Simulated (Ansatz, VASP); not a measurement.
InSe: VASP beside Ansatz

```
In Se
1.0
     5.87818   -2.08434   -0.01906
     5.85763    2.02566   -0.03961
    -1.62103   -0.01362    4.33165
In Se
2 2
Cartesian
  10.3663 -0.0519 -0.0302
  -0.2516 -0.0204 4.3032
  6.7049 -0.0475 2.7422
  3.4098 -0.0248 1.5308
```

Change from the starting cell: equal xy, yz and zx shear strains of -1 %.

Alike in both runs: task single point; functional PBEsol; k mesh 7 × 7 × 6; occupations fermi-dirac, width 0.02 eV; no spin polarisation.

|  | VASP | Ansatz |
| --- | --- | --- |
| version | VASP 6.6.1 | Ansatz 0.2.0 |
| potentials or method | VASP PAW PBE potentials, release 64 (In_d, Se), cutoff 520 eV | all-electron LAPW, scalar-relativistic |

Ansatz gave:

- gap on the k mesh at the Fermi level (eV): 0.93
- pressure (GPa): 0.0
- traceless stress, the component that is largest in VASP (GPa): 2.68
- rms of the force components (eV/Å): 0.395

Task: Estimate VASP's values.

Result: gap on the k mesh at the Fermi level (eV): 0.93; pressure (GPa): 0.0; traceless stress, the component that is largest in VASP (GPa): 2.71; rms of the force components (eV/Å): 0.396.

VASP's potentials were made for PBE, not for PBEsol. Atom by atom the forces differ by 0.009 eV/Å (rms over components). Ansatz ran all-electron here, and VASP with PAW potentials.
